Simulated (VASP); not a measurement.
Set up this calculation in VASP 6.6.1, as the native input.

```yaml
Task: single point
Functional: PBE
Potentials_or_basis: VASP PAW PBE potentials, release 64 (Al, O)
Cutoff: 520 eV
k_mesh: 6 × 6 × 6
Occupations: gaussian, width 0.05 eV
Spin: no spin polarisation
Dipole_correction: no
Further_INCAR_settings: ALGO = Normal; EDIFF = 1e-06; NBANDS = 35
```

The structure of Al2O3 lies in POSCAR:

```
Al2O3
1.0
    2.4043544254      1.3881546747      4.2651207610
   -2.4043544254      1.3881546747      4.2651207610
    0.0000000000     -2.7763093495      4.2651207609
Al O
4 6
Direct
    0.8521479318      0.8521479318      0.8521479318
    0.6478520682      0.6478520682      0.6478520682
    0.1478520682      0.1478520682      0.1478520682
    0.3521479318      0.3521479318      0.3521479318
    0.0561765927      0.4438234073      0.7500000000
    0.7500000000      0.0561765927      0.4438234073
    0.4438234073      0.7500000000      0.0561765927
    0.9438234073      0.5561765927      0.2500000000
    0.2500000000      0.9438234073      0.5561765927
    0.5561765927      0.2500000000      0.9438234073
```

This cell differs from its parent crystal: strain +0.000 along x and y, -0.025 along z.

One way to write it, as run:

INCAR

```
SYSTEM = Al2O3
PREC     = Accurate       ! precision mode
ENCUT    = 520            ! plane-wave cutoff, eV
EDIFF    = 1E-6           ! SCF threshold, eV
ISMEAR   = 0              ! smearing method
SIGMA    = 0.05           ! smearing width, eV
LREAL    = .FALSE.        ! projectors in reciprocal space
LASPH    = .TRUE.         ! aspherical terms in the spheres
NELM     = 100            ! most SCF steps
ALGO     = Normal         ! electronic algorithm
ISIF     = 2              ! what is computed and relaxed
LWAVE    = .FALSE.        ! write WAVECAR
LCHARG   = .TRUE.         ! write CHGCAR
GGA      = PE             ! functional
LELF     = .TRUE.         ! ELF
LVHAR    = .TRUE.       
NBANDS   = 35             ! bands
```

KPOINTS

```
regular mesh
0
G
  6 6 6
  0 0 0
```

Potentials or basis: VASP PAW PBE potentials, release 64 (Al, O).

Launch:

```sh
$ cat potpaw_PBE.64/Al/POTCAR potpaw_PBE.64/O/POTCAR > POTCAR
$ mpirun -np 1 vasp_std > vasp.out
```

It gave:

```
Pressure               : 5.8 GPa
Largest force          : 0.185 eV/Å
Band gap on the k mesh : 5.96 eV
```

Caveat: the cell differs from its parent crystal (strain +0.000 along x and y, -0.025 along z); the cell stands under pressure.

It took 120 s on 1 thread of Intel(R) Xeon(R) Platinum 8488C (Sapphire Rapids), with other jobs on the host, peak memory 0.26 GiB.
